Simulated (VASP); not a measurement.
# LiCl (Fm-3m) in VASP: a series of runs, part 2 of 2

VASP 6.6.1.

**4. Single point, LDA**

This run uses another cell than the first one, of 16.03 Å³/atom, 1.056 times its volume.

INCAR reads:

```
PREC     = Accurate       # precision mode
ENCUT    = 750            # plane-wave cutoff, eV
EDIFF    = 1E-6           # SCF threshold, eV
ISMEAR   = 0              # smearing method
SIGMA    = 0.01           # smearing width, eV
LREAL    = False          # projectors in reciprocal space
LASPH    = True           # aspherical terms in the spheres
NELM     = 120            # most SCF steps
ALGO     = Normal         # electronic algorithm
ISIF     = 2              # what is computed and relaxed
LWAVE    = False          # write WAVECAR
LCHARG   = False          # write CHGCAR
GGA      = CA             # functional
NBANDS   = 12             # bands
GGA_COMPAT= False
```

KPOINTS reads:

```
Automatic mesh
0
Gamma
  6 6 6
```

POSCAR reads:

```
LiCl
1.0
    0.0000000000      2.5212909225      2.5212909225
    2.5212909225      0.0000000000      2.5212909225
    2.5212909225      2.5212909225      0.0000000000
Li Cl
1 1
Direct
    0.0000000000      0.0000000000      0.0000000000
    0.5000000000      0.5000000000      0.5000000000
```

Potentials or basis: VASP PAW LDA potentials, release 64 (Li_sv, Cl).

On the command line:

```console
$ cat potpaw_LDA.64/Li_sv/POTCAR potpaw_LDA.64/Cl/POTCAR > POTCAR
$ mpirun -np 1 vasp_std > vasp.out
```

OUTCAR:

```text
PREC = Accurate
   ENCUT = 750
   EDIFF = 1E-6
   ISMEAR = 0
   LREAL = False
   LASPH = True
   NELM = 120
   ISIF = 2
   GGA = CA

 ion  position               nearest neighbor table
   1  0.000  0.000  0.000-   2 2.52   2 2.52   2 2.52   2 2.52   2 2.52   2 2.52
   2  0.500  0.500  0.500-   1 2.52   1 2.52   1 2.52   1 2.52   1 2.52   1 2.52

  LATTYP: Found a face centered cubic cell.
 ALAT       =     5.0425818450

  Lattice vectors:

 A1 = (   0.0000000000,   2.5212909225,   2.5212909225)
 A2 = (   2.5212909225,   0.0000000000,   2.5212909225)
 A3 = (   2.5212909225,   2.5212909225,   0.0000000000)

Analysis of symmetry for initial positions (statically):
=====================================================================
 Subroutine PRICEL returns:
 Original cell was already a primitive cell.

 Routine SETGRP: Setting up the symmetry group for a
 face centered cubic supercell.

 Subroutine GETGRP returns: Found 48 space group operations
 (whereof 48 operations were pure point group operations)
 out of a pool of 48 trial point group operations.

The static configuration has the point symmetry O_h .

Analysis of symmetry for dynamics (positions and initial velocities):
=====================================================================
 Subroutine PRICEL returns:
 Original cell was already a primitive cell.

 Routine SETGRP: Setting up the symmetry group for a
 face centered cubic supercell.

 Subroutine GETGRP returns: Found 48 space group operations
 (whereof 48 operations were pure point group operations)
 out of a pool of 48 trial point group operations.

The dynamic configuration has the point symmetry O_h .

 Subroutine INISYM returns: Found 48 space group operations
 (whereof 48 operations are pure point group operations),
 and found     1 'primitive' translations

----------------------------------------------------------------------------------------

                                     Primitive cell

  volume of cell :      32.0552

  direct lattice vectors                    reciprocal lattice vectors
     0.000000000  2.521290922  2.521290922    -0.198311109  0.198311109  0.198311109
     2.521290922  0.000000000  2.521290922     0.198311109 -0.198311109  0.198311109
     2.521290922  2.521290922  0.000000000     0.198311109  0.198311109 -0.198311109

  length of vectors
     3.565643817  3.565643817  3.565643817     0.343484917  0.343484917  0.343484917

  position of ions in fractional coordinates (direct lattice)
     0.000000000  0.000000000  0.000000000
     0.500000000  0.500000000  0.500000000

  ion indices of the primitive-cell ions
   primitive index   ion index
                 1           1
                 2           2

----------------------------------------------------------------------------------------

 KPOINTS: Automatic mesh

Automatic generation of k-mesh.
 Grid dimensions read from file:
 generate k-points for:    6    6    6

 Generating k-lattice:

  Cartesian coordinates                     Fractional coordinates (reciprocal lattice)
    -0.033051852  0.033051852  0.033051852     0.166666667  0.000000000  0.000000000
     0.033051852 -0.033051852  0.033051852     0.000000000  0.166666667  0.000000000
     0.033051852  0.033051852 -0.033051852     0.000000000  0.000000000  0.166666667

  Length of vectors
[... 29 lines left out ...]
   number of dos      NEDOS =    301   number of ions     NIONS =      2
   total plane-waves  NPLWV =  32768
   dimension x,y,z NGX =    32 NGY =   32 NGZ =   32
   dimension x,y,z NGXF=    64 NGYF=   64 NGZF=   64
   ions per type =               1   1
   NGX,Y,Z   is equivalent  to a cutoff of  14.92, 14.92, 14.92 a.u.
   NGXF,Y,Z  is equivalent  to a cutoff of  29.84, 29.84, 29.84 a.u.
 SYSTEM =  unknown system
   PREC   = accura    normal or accurate (medium, high low for compatibility)
   ISTART =      0    job   : 0-new  1-cont  2-samecut
   ICHARG =      2    charge: 1-file 2-atom 10-const
   ISPIN  =      1    spin polarized calculation?
   LNONCOLLINEAR =      F non collinear calculations
   LSORBIT =      F    spin-orbit coupling
   LASPH  =      T    aspherical Exc in radial PAW
   ENCUT  =  750.0 eV  55.12 Ry    7.42 a.u.   7.96  7.96  7.96*2*pi/ulx,y,z
   NELM   =    120;   NELMIN=  2; NELMDL= -5     # of ELM steps
   EDIFF  = 0.1E-05   stopping-criterion for ELM
   LREAL  =      F    real-space projection
   EDIFFG = 0.1E-04   stopping-criterion for IOM
   NSW    =      0    number of steps for IOM
   IBRION =     -1    ionic relax: 0-MD 1-quasi-New 2-CG
   NFREE  =      0    steps in history (QN), initial steepest desc. (CG)
   ISIF   =      2    stress and relaxation
   ISYM   =      2    0-nonsym 1-usesym 2-fastsym
   POTIM  = 0.5000    time-step for ionic-motion
   TEBEG  =    0.0;   TEEND  =   0.0 temperature during run
   PSTRESS=    0.0 pullay stress
   NELECT =      10.0000    total number of electrons
   NUPDOWN=      -1.0000    fix difference up-down
   EMIN   =  10.00;   EMAX   =-10.00  energy-range for DOS
   EFERMI =   0.00;   METHOD = LEGACY
   ISMEAR =     0;   SIGMA  =   0.01  broadening in eV -4-tet -1-fermi 0-gaus
   EFERMI_NEDOS =   21; number of points for ismear=-14 and -15
   IALGO  =     38    algorithm
   IMIX   =      4    mixing-type and parameters
     AMIX     =   0.40;   BMIX     =  1.00
     AMIX_MAG =   1.60;   BMIX_MAG =  1.00
  volume/ion in A,a.u.               =      16.03       108.16
  Fermi-wavevector in a.u.,A,eV,Ry     =   1.110304  2.098170 16.772919  1.232775
  Thomas-Fermi vector in A             =   2.246854
   LORBIT       =      0    0 simple, 1 ext, 2 COOP (PROOUT), +10 PAW based schemes
   GGA     = CA    functional components
   LHFCALC =     F    Hartree Fock is set to
   AEXX    =    0.0000 exact exchange contribution
   IVDW    =     0    specifies the selected vdW correction
   LEPSILON=     F    determine dielectric tensor
   LRPA    =     F    only Hartree local field effects (RPA)
 non-spin polarized calculation
 Gauss-broadening in eV      SIGMA  =   0.01
  energy-cutoff  :      750.00
  volume of cell :       32.06
 maximum number of plane-waves:      1524
   NGX = 15   NGY = 15   NGZ = 15

 number of electron      10.0000000 magnetization

 number of electron       9.9999998 magnetization

 Free energy of the ion-electron system (eV)
  ---------------------------------------------------
  ext. energy  EPLUGINS =         0.00000000
  ---------------------------------------------------
  free energy    TOTEN  =        -8.08595786 eV

  energy without entropy =       -8.08595786  energy(sigma->0) =       -8.08595786

 E-fermi :   0.9551     XC(G=0):  -9.3839

 val. band max:        0.8558844318   @ k =   0.0000   0.0000   0.0000
 cond. band min:       7.1605950971   @ k =   0.0000   0.0000   0.0000
 fundamental gap:      6.3047106652
 Fermi energy:         0.9551319412

 k-point     1 :       0.0000    0.0000    0.0000
  band No.  band energies     occupation
      1     -41.5293      2.00000
      2     -12.6600      2.00000
      3       0.8559      2.00000
      4       0.8559      2.00000
      5       0.8559      2.00000
      6       7.1606      0.00000
      7      12.6361      0.00000
      8      12.6361      0.00000
      9      12.6361      0.00000
     10      15.2628      0.00000
     11      15.2628      0.00000
     12      15.2629      0.00000
[... 211 lines left out ...]
 k-point    16 :      -0.3333    0.5000    0.1667
  band No.  band energies     occupation
      1     -41.5238      2.00000
      2     -11.7123      2.00000
      3      -1.9858      2.00000
      4      -1.0135      2.00000
      5      -0.3399      2.00000
      6       9.4728      0.00000
      7      10.0382      0.00000
      8      12.1081      0.00000
      9      12.2948      0.00000
     10      15.7899      0.00000
     11      18.1782      0.00000
     12      19.8000      0.00000

------------------------ aborting loop because EDIFF is reached ----------------------------------------

  FORCE on cell =-STRESS in cart. coord.  units (eV):
  Direction    XX          YY          ZZ          XY          YZ          ZX
  --------------------------------------------------------------------------------------
  -------------------------------------------------------------------------------------
  Total       -0.3583351     -0.3583351     -0.3583351      0.0000000      0.0000000     -0.0000000
  in kB      -17.9102246    -17.9102246    -17.9102246      0.0000000      0.0000000     -0.0000000
  external PRESSURE =     -17.9102246 kB  Pullay stress =       0.0000000 kB

 VOLUME and BASIS-vectors are now :
 -----------------------------------------------------------------------------
  energy-cutoff  :      750.00
  volume of cell :       32.06
      direct lattice vectors                 reciprocal lattice vectors
     0.000000000  2.521290922  2.521290922    -0.198311109  0.198311109  0.198311109
     2.521290922  0.000000000  2.521290922     0.198311109 -0.198311109  0.198311109
     2.521290922  2.521290922  0.000000000     0.198311109  0.198311109 -0.198311109

 POSITION                                       TOTAL-FORCE (eV/Angst)
 -----------------------------------------------------------------------------------
      0.00000      0.00000      0.00000         0.000000      0.000000      0.000000
      2.52129      2.52129      2.52129        -0.000000      0.000000     -0.000000
 -----------------------------------------------------------------------------------
    total drift:                               -0.000000     -0.000000      0.000000

  FREE ENERGIE OF THE ION-ELECTRON SYSTEM (eV)
  ---------------------------------------------------
  free  energy   TOTEN  =        -8.0859578644 eV

  energy  without entropy=       -8.0859578644  energy(sigma->0) =       -8.08595786
```

Run time: 3.7 s. Hardware: 1 thread of Intel Xeon 6975P-C (Granite Rapids), shared host; peak memory 0.14 GiB.

Results:

```
Free energy            : -8.0860 eV
Pressure               : -1.8 GPa
Band gap on the k mesh : 6.30 eV, direct
```

A k mesh can miss the band edges. A hybrid or GW would open this gap; LDA tends to underestimate it.

**5. Single point, LDA**

This run uses another cell than the first one, of 16.45 Å³/atom, 1.083 times its volume.

INCAR reads:

```
SYSTEM = LiCl
PREC = Accurate
ENCUT = 750
EDIFF = 1E-6
ISMEAR = 0
SIGMA = 0.01
LREAL = .False.
LASPH = .True.
NELM = 120
ALGO = Normal
ISIF = 2
LWAVE = .False.
LCHARG = .False.
NBANDS = 12
GGA_COMPAT = .False.
```

KPOINTS reads:

```
Automatic mesh
0
Gamma
  6 6 6
  0 0 0
```

POSCAR reads:

```
LiCl
1.0
    0.0000000000      2.5432162919      2.5432162919
    2.5432162919      0.0000000000      2.5432162919
    2.5432162919      2.5432162919      0.0000000000
Li Cl
1 1
Direct
    0.0000000000      0.0000000000      0.0000000000
    0.5000000000      0.5000000000      0.5000000000
```

Potentials or basis: VASP PAW LDA potentials, release 64 (Li_sv, Cl).

On the command line:

```console
$ cat potpaw_LDA.64/Li_sv/POTCAR potpaw_LDA.64/Cl/POTCAR > POTCAR
$ mpirun -np 1 vasp_std > vasp.out
```

OUTCAR:

```text
SYSTEM = LiCl
   PREC = Accurate
   ENCUT = 750
   EDIFF = 1E-6
   ISMEAR = 0
   LREAL = .False.
   LASPH = .True.
   NELM = 120
   ISIF = 2

 ion  position               nearest neighbor table
   1  0.000  0.000  0.000-   2 2.54   2 2.54   2 2.54   2 2.54   2 2.54   2 2.54
   2  0.500  0.500  0.500-   1 2.54   1 2.54   1 2.54   1 2.54   1 2.54   1 2.54

  LATTYP: Found a face centered cubic cell.
 ALAT       =     5.0864325838

  Lattice vectors:

 A1 = (   0.0000000000,   2.5432162919,   2.5432162919)
 A2 = (   2.5432162919,   0.0000000000,   2.5432162919)
 A3 = (   2.5432162919,   2.5432162919,   0.0000000000)

Analysis of symmetry for initial positions (statically):
=====================================================================
 Subroutine PRICEL returns:
 Original cell was already a primitive cell.

 Routine SETGRP: Setting up the symmetry group for a
 face centered cubic supercell.

 Subroutine GETGRP returns: Found 48 space group operations
 (whereof 48 operations were pure point group operations)
 out of a pool of 48 trial point group operations.

The static configuration has the point symmetry O_h .

Analysis of symmetry for dynamics (positions and initial velocities):
=====================================================================
[... 168 lines left out ...]
      9      12.4069      0.00000
     10      14.9054      0.00000
     11      14.9054      0.00000
     12      14.9054      0.00000
[... 211 lines left out ...]
 k-point    16 :      -0.3333    0.5000    0.1667
  band No.  band energies     occupation
      1     -41.7677      2.00000
      2     -11.8790      2.00000
      3      -2.0798      2.00000
      4      -1.1422      2.00000
      5      -0.5004      2.00000
      6       9.1941      0.00000
      7       9.8076      0.00000
      8      11.7925      0.00000
      9      11.9339      0.00000
     10      15.3895      0.00000
     11      17.8002      0.00000
     12      19.4553      0.00000

------------------------ aborting loop because EDIFF is reached ----------------------------------------

  FORCE on cell =-STRESS in cart. coord.  units (eV):
  Direction    XX          YY          ZZ          XY          YZ          ZX
  --------------------------------------------------------------------------------------
  -------------------------------------------------------------------------------------
  Total       -0.5334462     -0.5334462     -0.5334462      0.0000000      0.0000000      0.0000000
  in kB      -25.9789333    -25.9789333    -25.9789333      0.0000000      0.0000000      0.0000000
  external PRESSURE =     -25.9789333 kB  Pullay stress =       0.0000000 kB

 VOLUME and BASIS-vectors are now :
 -----------------------------------------------------------------------------
  energy-cutoff  :      750.00
  volume of cell :       32.90
      direct lattice vectors                 reciprocal lattice vectors
     0.000000000  2.543216292  2.543216292    -0.196601446  0.196601446  0.196601446
     2.543216292  0.000000000  2.543216292     0.196601446 -0.196601446  0.196601446
     2.543216292  2.543216292  0.000000000     0.196601446  0.196601446 -0.196601446

 POSITION                                       TOTAL-FORCE (eV/Angst)
 -----------------------------------------------------------------------------------
      0.00000      0.00000      0.00000         0.000000      0.000000     -0.000000
      2.54322      2.54322      2.54322         0.000000     -0.000000      0.000000
 -----------------------------------------------------------------------------------
    total drift:                               -0.000000     -0.000000      0.000000

  FREE ENERGIE OF THE ION-ELECTRON SYSTEM (eV)
  ---------------------------------------------------
  free  energy   TOTEN  =        -8.0746797048 eV

  energy  without entropy=       -8.0746797048  energy(sigma->0) =       -8.07467970
```

OSZICAR:

```text
N       E                     dE             d eps       ncg     rms          rms(c)
DAV:   1     0.470712143853E+02    0.47071E+02   -0.52260E+03   384   0.102E+03
DAV:   2    -0.516556829592E+01   -0.52237E+02   -0.50226E+02   504   0.158E+02
DAV:   3    -0.808028622578E+01   -0.29147E+01   -0.29054E+01   536   0.391E+01
DAV:   4    -0.814871718780E+01   -0.68431E-01   -0.68414E-01   516   0.570E+00
DAV:   5    -0.814942236819E+01   -0.70518E-03   -0.70516E-03   512   0.598E-01    0.239E+00
DAV:   6    -0.808259971248E+01    0.66823E-01   -0.12282E-01   488   0.155E+00    0.165E+00
DAV:   7    -0.807491533925E+01    0.76844E-02   -0.30729E-02   572   0.875E-01    0.817E-01
DAV:   8    -0.807469870057E+01    0.21664E-03   -0.24538E-03   548   0.337E-01    0.136E-01
DAV:   9    -0.807467065711E+01    0.28043E-04   -0.12477E-04   488   0.738E-02    0.326E-02
DAV:  10    -0.807467979300E+01   -0.91359E-05   -0.85648E-06   452   0.207E-02    0.740E-03
DAV:  11    -0.807467970477E+01    0.88227E-07   -0.11940E-06   388   0.707E-03
   1 F= -.80746797E+01 E0= -.80746797E+01  d E =-.702241-166
```

stdout:

```text
POSCAR found type information on POSCAR LiCl
 POSCAR found :  2 types and       2 ions
 scaLAPACK will be used
 LDA part: xc-table for (Slater(with rela. corr.)+CA(PZ))
 , standard interpolation
 POSCAR, INCAR and KPOINTS ok, starting setup
 FFT: planning ... GRIDC
 FFT: planning ... GRID_SOFT
 FFT: planning ... GRID
 WAVECAR not read
 entering main loop
```

Wall time 3.2 s (1 thread of Intel Xeon 6975P-C (Granite Rapids), shared host); peak memory 0.14 GiB.

What came out:

```yaml
Free_energy: -8.0747 eV
Pressure: -2.6 GPa
Band_gap_on_the_k_mesh: 6.15 eV, direct
```

Levels at points of the mesh, in eV from the valence-band top:
```csv
k point,band 2,band 3,band 4,band 5,band 6,band 7,band 8,band 9
"(0.00, 0.00, 0.00)",-13.42,0.00,0.00,0.00,6.15,11.76,11.76,11.76
"(0.50, 0.00, 0.00)",-12.79,-3.00,-0.27,-0.27,6.44,9.22,9.22,12.92
"(0.50, 0.50, 0.00)",-12.52,-3.11,-1.19,-1.19,7.68,7.97,12.31,13.92
```

A k mesh can miss the band edges. LDA gaps usually lie below the measured ones, often by a third to a half.

**6. Single point, LDA**

This run uses another cell than the first one, of 16.87 Å³/atom, 1.111 times its volume.

INCAR reads:

```
SYSTEM = LiCl
ALGO     = Normal         ! electronic algorithm
EDIFF    = 1E-6           ! SCF threshold, eV
ENCUT    = 750            ! plane-wave cutoff, eV
GGA_COMPAT= .FALSE.      
ISIF     = 2              ! what is computed and relaxed
ISMEAR   = 0              ! smearing method
LASPH    = .TRUE.         ! aspherical terms in the spheres
LCHARG   = .TRUE.         ! write CHGCAR
LELF     = .TRUE.         ! ELF
LREAL    = .FALSE.        ! projectors in reciprocal space
LVHAR    = .TRUE.       
LWAVE    = .FALSE.        ! write WAVECAR
NBANDS   = 12             ! bands
NELM     = 120            ! most SCF steps
PREC     = Accurate       ! precision mode
SIGMA    = 0.01           ! smearing width, eV
```

KPOINTS reads:

```
k-points
0
G
  6 6 6
  0 0 0
```

POSCAR reads:

```
LiCl
1.0
    0.0000000000      2.5647700000      2.5647700000
    2.5647700000      0.0000000000      2.5647700000
    2.5647700000      2.5647700000      0.0000000000
Li Cl
1 1
Direct
    0.0000000000      0.0000000000      0.0000000000
    0.5000000000      0.5000000000      0.5000000000
```

Potentials or basis: VASP PAW LDA potentials, release 64 (Li_sv, Cl).

On the command line:

```console
$ cat potpaw_LDA.64/Li_sv/POTCAR potpaw_LDA.64/Cl/POTCAR > POTCAR
$ mpirun -np 1 vasp_std > vasp.out
```

Wall time 3.8 s (1 thread of Intel Xeon 6975P-C (Granite Rapids), shared host); peak memory 0.14 GiB.

The run converged. Its results:

```yaml
Free_energy: -8.0594 eV
Pressure: -3.3 GPa
Band_gap_on_the_k_mesh: 6.00 eV, direct
```

Levels at points of the mesh, in eV from the valence-band top:
```
           k point  band 3  band 4  band 5  band 6  band 7  band 8
(0.00, 0.00, 0.00)    0.00    0.00    0.00    6.00   11.74   11.74
(0.50, 0.00, 0.00)   -2.90   -0.26   -0.26    6.41    9.21    9.21
(0.50, 0.50, 0.00)   -3.00   -1.14   -1.14    7.62    8.00   12.09
```

A k mesh can miss the band edges. A hybrid or GW would open this gap; LDA tends to underestimate it.

**7. The runs side by side**

| cell | gap on the mesh (eV) | pressure (GPa) |
| --- | --- | --- |
| a = 3.502 Å, angles 60.0°, 2 atoms | 6.52 | 0.2 |
| a = 3.534 Å, angles 60.0°, 2 atoms | 6.47 | -0.9 |
| a = 3.566 Å, angles 60.0°, 2 atoms | 6.30 | -1.8 |
| a = 3.597 Å, angles 60.0°, 2 atoms | 6.15 | -2.6 |
| a = 3.627 Å, angles 60.0°, 2 atoms | 6.00 | -3.3 |

Alike in all rows: task single point; level LDA; potentials or basis VASP PAW LDA potentials, release 64 (Li_sv, Cl); no spin polarisation; k mesh 6 × 6 × 6; cutoff (eV) 750; smearing gaussian 0.01 eV.

Total energies depend on the potentials used, so only differences within one code and one set of settings carry meaning.
